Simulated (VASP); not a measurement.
# C17O in VASP: single point with PBE+D3(BJ)

Aim: the single point of C17O with PBE+D3(BJ).

All numbers are computed with VASP 6.6.1; they aren't measurements. Logs are shortened: lines on timing, memory, paths and dates and some standing lists are left out, and cuts for length are marked.

### 1 The cell of the first run

The cell holds a slab with vacuum, 18 atoms: a = 4.930 Å, b = 4.413 Å, c = 23.665 Å, α = 90.00°, β = 90.00°, γ = 90.11°.

### 2 Single point, PBE+D3(BJ)

File INCAR:

```
  PREC = Accurate
  ENCUT = 520
  EDIFF = 1E-6
  ISMEAR = 0
  SIGMA = 0.05
  LREAL = Auto
  LASPH = T
  NELM = 60
  ALGO = Normal
  ISIF = 2
  LWAVE = F
  LCHARG = T
  LDIPOL = T
  IDIPOL = 3
  DIPOL = 0.5 0.5 0.311
  GGA = PE
  IVDW = 12
  LELF = T
  LVHAR = T
  LVACPOTAV = T
  NBANDS = 52
```

File KPOINTS:

```
regular mesh
0
Gamma
  6 6 1
```

File POSCAR:

```
C17O
1.0
    4.9298867130      0.0000000000      0.0000000000
   -0.0081547558      4.4132984516      0.0000000000
    0.0000000000      0.0000000000     23.6650337471
C O
17 1
Direct
    0.3745684085      0.7405378974      0.1690257467
    0.8745684085      0.7405378974      0.1690257467
    0.1243974091      0.6365956441      0.1920114160
    0.6243974091      0.6365956441      0.1920114160
    0.1240513173      0.4291046681      0.2380452569
    0.6240513173      0.4291046681      0.2380452569
    0.3738803179      0.3251624149      0.2610309261
    0.8738803179      0.3251624149      0.2610309261
    0.3735338584      0.1126520408      0.3070664644
    0.8735338584      0.1126520408      0.3070664644
    0.1233638388      0.0072945126      0.3289983678
    0.6233638388      0.0072945126      0.3289983678
    0.1229920122      0.7810454900      0.3748118563
    0.6229920122      0.7810454900      0.3748118563
    0.3728273188      0.6826774530      0.3936201337
    0.8728273188      0.6826774530      0.3936201337
    0.3728273188      0.6826774530      0.5563074149
    0.3728273188      0.6826774530      0.5077125127
```

Potentials or basis: VASP PAW PBE potentials, release 64 (C, O).

Launch:

```bash
> cat potpaw_PBE.64/C/POTCAR potpaw_PBE.64/O/POTCAR > POTCAR
> mpirun -np 1 vasp_std > vasp.out
```

OUTCAR:

```text
PREC = Accurate
   ENCUT = 520
   EDIFF = 1E-6
   ISMEAR = 0
   LREAL = Auto
   LASPH = T
   NELM = 60
   ISIF = 2
   GGA = PE
   IVDW = 12
 IVDW          = 12

 ion  position               nearest neighbor table
   1  0.375  0.741  0.169-   3 1.42   4 1.42
   2  0.875  0.741  0.169-   4 1.42   3 1.42
   3  0.124  0.637  0.192-   1 1.42   5 1.42   2 1.42
   4  0.624  0.637  0.192-   2 1.42   6 1.42   1 1.42
   5  0.124  0.429  0.238-   8 1.42   7 1.42   3 1.42
   6  0.624  0.429  0.238-   7 1.42   8 1.42   4 1.42
   7  0.374  0.325  0.261-   6 1.42   5 1.42   9 1.44
   8  0.874  0.325  0.261-   5 1.42   6 1.42  10 1.44
   9  0.374  0.113  0.307-  11 1.42  12 1.42   7 1.44
  10  0.874  0.113  0.307-  12 1.42  11 1.42   8 1.44
  11  0.123  0.007  0.329-   9 1.42  10 1.42  13 1.47
  12  0.623  0.007  0.329-  10 1.42   9 1.42  14 1.47
  13  0.123  0.781  0.375-  15 1.38  16 1.38  11 1.47
  14  0.623  0.781  0.375-  16 1.38  15 1.38  12 1.47
  15  0.373  0.683  0.394-  13 1.38  14 1.38
  16  0.873  0.683  0.394-  14 1.38  13 1.38
  17  0.373  0.683  0.556-  18 1.15
  18  0.373  0.683  0.508-  17 1.15

  Warning from LATTYP: Monoclinic adjustment (A1->A3, A2->A1, A3->A2)!
  LATTYP: Found a simple monoclinic cell.
 ALAT       =     4.4133059856
 B/A-ratio  =     5.3622009949
 C/A-ratio  =     1.1170507391
 COS(beta)  =    -0.0018477658

  Lattice vectors:

 A1 = (  -0.0081547558,   4.4132984516,   0.0000000000)
 A2 = (   0.0000000000,   0.0000000000,  23.6650337471)
 A3 = (   4.9298867130,   0.0000000000,   0.0000000000)

Analysis of symmetry for initial positions (statically):
=====================================================================
 Subroutine PRICEL returns:
 Original cell was already a primitive cell.

 Routine SETGRP: Setting up the symmetry group for a
 simple monoclinic supercell.

 Subroutine GETGRP returns: Found  1 space group operations
 (whereof  1 operations were pure point group operations)
 out of a pool of  4 trial point group operations.

The static configuration has the point symmetry C_1 .

Analysis of symmetry for dynamics (positions and initial velocities):
=====================================================================
 Subroutine PRICEL returns:
 Original cell was already a primitive cell.

 Routine SETGRP: Setting up the symmetry group for a
 simple monoclinic supercell.

 Subroutine GETGRP returns: Found  1 space group operations
 (whereof  1 operations were pure point group operations)
 out of a pool of  4 trial point group operations.

The dynamic configuration has the point symmetry C_1 .

 Subroutine INISYM returns: Found  1 space group operations
 (whereof  1 operations are pure point group operations),
 and found     1 'primitive' translations

----------------------------------------------------------------------------------------

                                     Primitive cell

  volume of cell :     514.8816

  direct lattice vectors                    reciprocal lattice vectors
     4.929886713  0.000000000  0.000000000     0.202844418  0.000374810  0.000000000
    -0.008154756  4.413298452  0.000000000     0.000000000  0.226587894  0.000000000
     0.000000000  0.000000000 23.665033747     0.000000000  0.000000000  0.042256437

  length of vectors
     4.929886713  4.413305986 23.665033747     0.202844764  0.226587894  0.042256437

  position of ions in fractional coordinates (direct lattice)
     0.374568408  0.740537897  0.169025747
     0.874568408  0.740537897  0.169025747
     0.124397409  0.636595644  0.192011416
     0.624397409  0.636595644  0.192011416
     0.124051317  0.429104668  0.238045257
     0.624051317  0.429104668  0.238045257
[... 10 lines left out ...]
     0.372827319  0.682677453  0.556307415
     0.372827319  0.682677453  0.507712513

  ion indices of the primitive-cell ions
   primitive index   ion index
                 1           1
                 2           2
                 3           3
                 4           4
                 5           5
                 6           6
[... 10 lines left out ...]
                17          17
                18          18

----------------------------------------------------------------------------------------

 KPOINTS: regular mesh

Automatic generation of k-mesh.
 Grid dimensions read from file:
 generate k-points for:    6    6    1

 Generating k-lattice:

  Cartesian coordinates                     Fractional coordinates (reciprocal lattice)
     0.033807403  0.000062468  0.000000000     0.166666667  0.000000000  0.000000000
     0.000000000  0.037764649  0.000000000     0.000000000  0.166666667  0.000000000
     0.000000000  0.000000000  0.042256437     0.000000000  0.000000000  1.000000000

  Length of vectors
     0.033807461  0.037764649  0.042256437

  Shift w.r.t. Gamma in fractional coordinates (k-lattice)
     0.000000000  0.000000000  0.000000000

 Subroutine IBZKPT returns following result:
 ===========================================

 Found     20 irreducible k-points:

 Following reciprocal coordinates:
            Coordinates               Weight
  0.000000  0.000000  0.000000      1.000000
  0.166667  0.000000  0.000000      2.000000
  0.333333  0.000000  0.000000      2.000000
  0.500000  0.000000  0.000000      1.000000
  0.000000  0.166667  0.000000      2.000000
  0.166667  0.166667  0.000000      2.000000
[... 12 lines left out ...]
  0.333333  0.500000  0.000000      2.000000
  0.500000  0.500000  0.000000      1.000000
   k-points           NKPTS =     20   k-points in BZ     NKDIM =     20   number of bands    NBANDS=     52
   number of dos      NEDOS =    301   number of ions     NIONS =     18
   total plane-waves  NPLWV = 259200
   dimension x,y,z NGX =    40 NGY =   36 NGZ =  180
   dimension x,y,z NGXF=    80 NGYF=   72 NGZF=  360
   ions per type =              17   1
   NGX,Y,Z   is equivalent  to a cutoff of  13.49, 13.56, 12.64 a.u.
   NGXF,Y,Z  is equivalent  to a cutoff of  26.98, 27.12, 25.29 a.u.
 SYSTEM =  unknown system
   PREC   = accura    normal or accurate (medium, high low for compatibility)
   ISTART =      0    job   : 0-new  1-cont  2-samecut
   ICHARG =      2    charge: 1-file 2-atom 10-const
   ISPIN  =      1    spin polarized calculation?
   LNONCOLLINEAR =      F non collinear calculations
   LSORBIT =      F    spin-orbit coupling
   LASPH  =      T    aspherical Exc in radial PAW
   ENCUT  =  520.0 eV  38.22 Ry    6.18 a.u.   9.17  8.21 44.00*2*pi/ulx,y,z
   NELM   =     60;   NELMIN=  2; NELMDL= -5     # of ELM steps
   EDIFF  = 0.1E-05   stopping-criterion for ELM
   LREAL  =      T    real-space projection
   EDIFFG = 0.1E-04   stopping-criterion for IOM
   NSW    =      0    number of steps for IOM
   IBRION =     -1    ionic relax: 0-MD 1-quasi-New 2-CG
   NFREE  =      0    steps in history (QN), initial steepest desc. (CG)
   ISIF   =      2    stress and relaxation
   ISYM   =      2    0-nonsym 1-usesym 2-fastsym
   POTIM  = 0.5000    time-step for ionic-motion
   TEBEG  =    0.0;   TEEND  =   0.0 temperature during run
   PSTRESS=    0.0 pullay stress
   NELECT =      74.0000    total number of electrons
   NUPDOWN=      -1.0000    fix difference up-down
   EMIN   =  10.00;   EMAX   =-10.00  energy-range for DOS
   EFERMI =   0.00;   METHOD = LEGACY
   ISMEAR =     0;   SIGMA  =   0.05  broadening in eV -4-tet -1-fermi 0-gaus
   EFERMI_NEDOS =   21; number of points for ismear=-14 and -15
   IALGO  =     38    algorithm
   IMIX   =      4    mixing-type and parameters
     AMIX     =   0.40;   BMIX     =  1.00
     AMIX_MAG =   1.60;   BMIX_MAG =  1.00
  volume/ion in A,a.u.               =      28.60       193.03
  Fermi-wavevector in a.u.,A,eV,Ry     =   0.857531  1.620498 10.005162  0.735359
  Thomas-Fermi vector in A             =   1.974598
   LORBIT       =      0    0 simple, 1 ext, 2 COOP (PROOUT), +10 PAW based schemes
   GGA     = PE    functional components
   LHFCALC =     F    Hartree Fock is set to
   AEXX    =    0.0000 exact exchange contribution
   IVDW    =    12    specifies the selected vdW correction
   LEPSILON=     F    determine dielectric tensor
   LRPA    =     F    only Hartree local field effects (RPA)
 non-spin polarized calculation
 Gauss-broadening in eV      SIGMA  =   0.05
  energy-cutoff  :      520.00
  volume of cell :      514.88
 maximum number of plane-waves:     13916
 NGX is ok and might be reduce to    40
   NGX = 19   NGY = 17   NGZ = 89

 dipolmoment           0.000000      0.000000      0.319687 electrons x Angstroem

 number of electron      74.0000004 magnetization

 dipolmoment           0.000000      0.000000     -0.079044 electrons x Angstroem

 Free energy of the ion-electron system (eV)
  ---------------------------------------------------
  ext. energy  EPLUGINS =         0.00000000
  ---------------------------------------------------
  free energy    TOTEN  =      -149.10180948 eV

  energy without entropy =     -149.07894526  energy(sigma->0) =     -149.09037737

 E-fermi :  -2.8041     XC(G=0):  -4.1727

 val. band max:       -2.8107594683   @ k =   0.5000   0.0000   0.0000
 cond. band min:      -2.8038010955   @ k =   0.5000   0.1667   0.0000
 fundamental gap:      0.0069583728
 Fermi energy:        -2.8041338381

 k-point     1 :       0.0000    0.0000    0.0000
  band No.  band energies     occupation
      1     -26.6633      2.00000
      2     -21.8604      2.00000
      3     -20.7305      2.00000
      4     -19.0921      2.00000
      5     -17.6082      2.00000
      6     -17.5735      2.00000
[... 41 lines left out ...]
     48       2.6562      0.00000
     49       2.8687      0.00000

 k-point     2 :       0.1667    0.0000    0.0000
  band No.  band energies     occupation
      1     -26.6631      2.00000
      2     -21.7373      2.00000
      3     -20.6104      2.00000
      4     -18.9773      2.00000
      5     -18.8467      2.00000
      6     -17.8096      2.00000
[... 928 lines left out ...]
 k-point    20 :       0.5000    0.5000    0.0000
  band No.  band energies     occupation
      1     -26.6599      2.00000
      2     -20.5671      2.00000
      3     -20.5635      2.00000
      4     -19.6842      2.00000
      5     -19.6733      2.00000
      6     -18.2289      2.00000
[... 41 lines left out ...]
     48       4.0464      0.00000
     49       4.7146      0.00000
 [bands above 49 left out]

------------------------ aborting loop because EDIFF is reached ----------------------------------------

 Edisp (eV)   -1.96700

 E8    (eV) :    -0.5775

  FORCE on cell =-STRESS in cart. coord.  units (eV):
  Direction    XX          YY          ZZ          XY          YZ          ZX
  --------------------------------------------------------------------------------------
  -------------------------------------------------------------------------------------
  Total       2.51357    -0.11294    -0.34044    -0.00098    -0.23070     0.01183
  in kB       7.82157    -0.35144    -1.05936    -0.00306    -0.71787     0.03681
  external pressure =        2.14 kB  Pullay stress =        0.00 kB

 VOLUME and BASIS-vectors are now :
 -----------------------------------------------------------------------------
  energy-cutoff  :      520.00
  volume of cell :      514.88
      direct lattice vectors                 reciprocal lattice vectors
     4.929886713  0.000000000  0.000000000     0.202844418  0.000374810  0.000000000
    -0.008154756  4.413298452  0.000000000     0.000000000  0.226587894  0.000000000
     0.000000000  0.000000000 23.665033747     0.000000000  0.000000000  0.042256437

 POSITION                                       TOTAL-FORCE (eV/Angst)
 -----------------------------------------------------------------------------------
      1.84054      3.26821      4.00000         0.000278     -1.169772      1.519166
      4.30548      3.26821      4.00000         0.000242     -1.154534      1.525275
      0.60807      2.80949      4.54396        -0.006054      1.857668     -2.300234
      3.07302      2.80949      4.54396        -0.000338      1.857673     -2.300192
      0.60806      1.89377      5.63335         0.003255     -0.845388      0.991695
      3.07300      1.89377      5.63335         0.003826     -0.845406      0.991685
[... 10 lines left out ...]
      1.83243      3.01286     13.16503         0.002263     -0.011239     -0.675904
      1.83243      3.01286     12.01503        -0.002096      0.020517      0.909979
 -----------------------------------------------------------------------------------
    total drift:                               -0.004828     -0.002594      0.017438

  FREE ENERGIE OF THE ION-ELECTRON SYSTEM (eV)
  ---------------------------------------------------
  free  energy   TOTEN  =      -151.0688062095 eV

  energy  without entropy=     -151.0459419892  energy(sigma->0) =     -151.05737410

 vacuum level on the upper side and lower side of the slab         2.877         3.534
```

It took 31 min on 1 thread of Oxide Virtual Turin-like, shared host; peak memory 0.68 GiB.

Results:

```
Free energy                : -151.0688 eV
Largest force              : 2.957 eV/Å
Band gap on the k mesh     : zero (bands 37 and 38 overlap by 0.04 eV)
Dispersion energy per atom : -0.109 eV
```

Forces in eV/Å, atoms in the order of the input:
```
C    0.000 -1.170  1.519
C    0.000 -1.155  1.525
C   -0.006  1.858 -2.300
C    0.000  1.858 -2.300
C    0.003 -0.845  0.992
C    0.004 -0.845  0.992
C    0.000  0.171 -0.208
C    0.000  0.157 -0.220
C    0.002 -0.018  0.000
C    0.002 -0.047  0.013
C    0.048  0.031 -0.045
C   -0.044  0.031 -0.045
C   -0.031 -0.004  0.055
C    0.013 -0.004  0.055
C    0.004  0.051 -0.453
C    0.004 -0.077  0.186
C    0.002 -0.011 -0.676
O   -0.002  0.021  0.910
```

Levels at points of the mesh, in eV from the Fermi level:
| k point | band 33 | band 34 | band 35 | band 36 | band 37 | band 38 | band 39 | band 40 | band 41 | band 42 |
| --- | --- | --- | --- | --- | --- | --- | --- | --- | --- | --- |
| (0.00, 0.00, 0.00) | -2.10 | -1.72 | -0.58 | -0.31 | -0.08 | 0.29 | 0.54 | 1.06 | 1.78 | 2.14 |
| (0.50, 0.00, 0.00) | -3.46 | -1.84 | -1.84 | -0.18 | -0.15 | -0.02 | -0.01 | 2.62 | 2.62 | 2.87 |
| (0.00, 0.50, 0.00) | -2.27 | -1.90 | -0.56 | -0.31 | -0.02 | 0.36 | 0.43 | 0.99 | 2.52 | 2.80 |
| (0.50, 0.50, 0.00) | -2.56 | -1.00 | -0.99 | -0.11 | -0.10 | 0.02 | 0.03 | 2.24 | 2.24 | 2.89 |
